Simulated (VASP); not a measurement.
Crystal: BaAu2.

```
Ba Au
1.0
     4.80400    0.00000    0.00000
    -2.40200    4.16039    0.00000
     0.00000    0.00000    4.11900
Ba Au
1 2
Direct
  0.00000 0.00000 0.00000
  0.33333 0.66667 0.50000
  0.66667 0.33333 0.50000
```

* Program: VASP 6.6.1
* Task: relaxation of cell and atoms
* Functional: LDA
* Potentials or basis: VASP PAW LDA potentials, release 64 (Ba_sv, Au)
* Cutoff: 600 eV
* k mesh: 5 × 5 × 5
* Occupations: gaussian, width 0.05 eV
* Spin: no spin polarisation

At the start: pressure -2.1 GPa; volume 27.44 Å³/atom.

Where does the relaxation end?

Over 6 steps the energy falls by 6.5 meV/atom and the volume is 26.47 Å³/atom (-3.6 %); space group P6/mmm (No. 191, to 0.05 Å).

The path:
| step | energy change (eV) | largest force (eV/Å) | pressure (GPa) | volume (Å³) |
| --- | --- | --- | --- | --- |
| 1 | 0.0000 | 0.0000 | -2.13 | 82.32 |
| 2 | -0.0106 | 0.0000 | 1.54 | 78.06 |
| 3 | -0.0186 | 0.0000 | -0.03 | 79.69 |
| 4 | -0.0186 | 0.0000 | -0.08 | 79.74 |
| 5 | -0.0191 | 0.0000 | -0.05 | 79.63 |
| 6 | -0.0196 | 0.0000 | -0.05 | 79.40 |

Final structure:
```cif
data_structure
_symmetry_space_group_name_H-M 'P 1'
_symmetry_Int_Tables_number 1
_cell_length_a 4.7578
_cell_length_b 4.7578
_cell_length_c 4.0500
_cell_angle_alpha 90.000
_cell_angle_beta 90.000
_cell_angle_gamma 120.000
_cell_volume 79.40
loop_
_atom_site_label
_atom_site_type_symbol
_atom_site_fract_x
_atom_site_fract_y
_atom_site_fract_z
_atom_site_occupancy
Ba1 Ba 0.00000 0.00000 0.00000 1
Au1 Au 0.33333 0.66667 0.50000 1
Au2 Au 0.66667 0.33333 0.50000 1
```
